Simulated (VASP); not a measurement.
Nb:

```
CELL_PARAMETERS angstrom
-1.66395 1.66395 1.66395
1.66395 -1.66395 1.66395
1.66395 1.66395 -1.66395
ATOMIC_POSITIONS crystal
Nb 0.00000 0.00000 0.00000
```

```yaml
Program: VASP 6.6.1
Task: relaxation of cell and atoms
Functional: PBEsol
Potentials_or_basis: VASP PAW PBE potentials, release 64 (Nb_sv)
Cutoff: 500 eV
k_mesh: 16 × 16 × 16
Occupations: fermi-dirac, width 0.08 eV
Spin: no spin polarisation
```

At the start: pressure -8.8 GPa; volume 18.43 Å³/atom.

Problem. How do energy, volume and symmetry change on relaxing?

Solution. Over 7 steps the energy falls by 27.3 meV/atom and the volume is 17.48 Å³/atom (-5.2 %); space group Im-3m (No. 229, to 0.05 Å).

Step by step:
```
step  energy change (eV)  largest force (eV/Å)  pressure (GPa)  volume (Å³)
   1              0.0000                0.0000           -8.82        18.43
   2              0.0747                0.0000           21.74        15.85
   3             -0.0273                0.0000           -0.30        17.51
   4             -0.0273                0.0000           -0.04        17.48
   5             -0.0273                0.0000            0.16        17.46
   6             -0.0273                0.0000           -0.25        17.50
   7             -0.0273                0.0000            0.00        17.48
```

Final structure:
```yaml
crystal:
  lattice:
    - [-1.63484, 1.63484, 1.63484]
    - [1.63484, -1.63484, 1.63484]
    - [1.63484, 1.63484, -1.63484]
  atoms:
    - { symbol: Nb, position: [0.00000, 0.00000, 0.00000] }
```

Caveat: the PAW data sets were made with another functional, which shifts forces and pressure a little.
